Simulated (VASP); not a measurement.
The system is Cl.

```
Cl
1.0
     3.12389   -2.23490    0.00000
     3.12389    2.23490    0.00000
     0.00000    0.00000    8.15490
Cl
4
Direct
  0.37000 0.63000 0.40000
  0.13000 0.87000 0.90000
  0.63000 0.37000 0.60000
  0.87000 0.13000 0.10000
```

This cell differs from its parent crystal: volume scaled by 0.98.

Base run:

* Program: VASP 6.6.1
* Functional: LDA
* Potentials or basis: VASP PAW LDA potentials, release 64 (Cl)
* Cutoff: 520 eV
* k mesh: 7 × 7 × 4
* Occupations: fermi-dirac, width 0.05 eV
* Spin: no spin polarisation

Its results: band gap on the k mesh 2.43 eV, indirect (least direct gap 2.49 eV); pressure -2.3 GPa; largest force 0.123 eV/Å.

Question: The run is repeated on the same cell with these changes: functional from LDA to PBE; potentials or basis from VASP PAW LDA potentials, release 64 (Cl) to VASP PAW PBE potentials, release 64 (Cl). What comes out?

Answer: Band gap on the k mesh 2.62 eV, indirect (least direct gap 2.67 eV); pressure 0.9 GPa; largest force 0.119 eV/Å.

A k mesh can miss the band edges.
